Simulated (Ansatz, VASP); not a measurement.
# Sb in VASP and in Ansatz

```
Sb
1.0
    -1.59938    1.59938    1.59938
     1.59938   -1.59938    1.59938
     1.59938    1.59938   -1.59938
Sb
1
Direct
  0.00000 0.00000 0.00000
```

Change from the starting cell: volume scaled by 0.6, PAW files.

Alike in both runs: task single point; functional PBE; k mesh 16 × 16 × 16; occupations fermi-dirac, width 0.1 eV; no spin polarisation.

|  | VASP | Ansatz |
| --- | --- | --- |
| version | VASP 6.6.1 | Ansatz 0.2.0 |
| potentials or method | VASP PAW PBE potentials, release 64 (Sb) | PAW with Ansatz's default frozen-core files, scalar-relativistic |
| plane-wave cutoff (eV) | 500 | 420 |
| valence electrons in the cell | 5 | 15 |

```csv
,VASP,Ansatz,Ansatz less VASP
pressure (GPa),99.8,98.4,-1.43
```

Both programs put the cell under a high pressure, so it lies far from rest at this level. VASP's potentials hold 5 valence electrons a cell and Ansatz's 15, so a difference there can come from the potentials and not from the codes.

Neither program's run includes spin-orbit coupling. Noted on VASP's run: the cell as given lies far from equilibrium.
